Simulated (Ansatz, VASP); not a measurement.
Sr in VASP and in Ansatz

POSCAR

```
Sr
1.0
   -2.4593500000      2.4593500000      2.3870208803
    2.4593500000     -2.4593500000      2.3870208803
    2.4593500000      2.4593500000     -2.3870208803
Sr
1
Direct
    0.0000000000      0.0000000000      0.0000000000
```

The input INCAR.step1:

```
PREC = Accurate ; ENCUT = 520
ISMEAR = -1 ; SIGMA = 0.3
LREAL = F ; LASPH = T
NELM = 80 ; NBANDS = 11
GGA = PE ; ALGO = Normal
EDIFF = 1E-4 ; LWAVE = T
LCHARG = F
```

The input INCAR.step2:

```
PREC = Accurate ; ENCUT = 520
EDIFF = 1E-7 ; ISMEAR = -1
SIGMA = 0.3 ; LREAL = F
LASPH = T ; NELM = 80
ALGO = Normal ; ISIF = 2
LWAVE = F ; LCHARG = T
METAGGA = R2SCAN ; LMIXTAU = T
LELF = T ; LVHAR = T
NBANDS = 11 ; ISTART = 1
```

File KPOINTS:

```
regular mesh
0
Gamma
  10 10 10
```

Input for Ansatz:

```yaml
crystal:
  lattice:
    - [-2.45935, 2.45935, 2.3870208803058524]
    - [2.45935, -2.45935, 2.3870208803058524]
    - [2.45935, 2.45935, -2.3870208803058524]
  atoms:
    - { symbol: Sr, position: [0.0, 0.0, 0.0] }
basis:
  ecutwfc: 630.0
kpoints:
  mp_grid:
    grid: [10, 10, 10]
hamiltonian:
  xc: r2scan
scf:
  n_extra_bands: 2
  convergence:
    dr2_threshold: 1.0e-08
  occupations:
    method: fermi_dirac
    width: 0.3
output:
  stress: true
```

Alike in both runs: task single point; functional r2SCAN; k mesh 10 × 10 × 10; occupations fermi-dirac, width 0.3 eV; no spin polarisation.

|  | VASP | Ansatz |
| --- | --- | --- |
| version | VASP 6.6.1 | Ansatz 0.2.0 |
| potentials or method | VASP PAW PBE potentials, release 64 (Sr_sv), cutoff 520 eV | plane waves, PAW |
| valence electrons in the cell | 10 | 10 |

```tsv
	VASP	Ansatz	Ansatz less VASP
gap on the k mesh at the Fermi level (eV)	none	none	-
pressure (GPa)	-0.2	-0.2	-0.02
traceless stress, the component that is largest in VASP (GPa)	0.09	0.09	0.000
```

VASP's potentials were made for PBE, not for r2SCAN. A gap of «none» marks a metal or a gap that the smearing closes. Ansatz's warnings: stress scf threshold loose.
